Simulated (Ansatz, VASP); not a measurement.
# Two plane-wave programs on RbBr

```xyz
2
Lattice="4.3606 0.0000 0.0000 0.0000 4.3606 0.0000 0.0000 0.0000 4.1929" Properties=species:S:1:pos:R:3 pbc="T T T"
Rb   -0.5046    0.0000    0.0000
Br    2.7201    2.1803    2.0965
```

Change from the starting cell: mode 4 frozen in at -0.519 Å, equal normal strain along x and y +0.0400.

Alike in both runs: task single point; functional PBE; k mesh 6 × 6 × 6; occupations gaussian, width 0.05 eV; no spin polarisation.

|  | VASP | Ansatz |
| --- | --- | --- |
| version | VASP 6.6.1 | Ansatz 0.2.0 |
| potentials or method | VASP PAW PBE potentials, release 64 (Rb_sv, Br), cutoff 520 eV | scalar-relativistic, plane waves, PAW |
| valence electrons in the cell | 16 | 16 |

```tsv
	VASP	Ansatz	Ansatz less VASP
gap on the k mesh at the Fermi level (eV)	3.81	3.82	+0.002
least direct gap on the mesh (eV)	3.90	3.90	+0.002
pressure (GPa)	2.2	2.2	-0.04
traceless stress, the component that is largest in VASP (GPa)	-1.27	-1.25	+0.025
rms of the force components (eV/Å)	0.270	0.266	-0.0039
```

Atom by atom the forces differ by 0.004 eV/Å (rms over components). With one functional, cell and mesh, what is left measures potentials, basis and numerics.
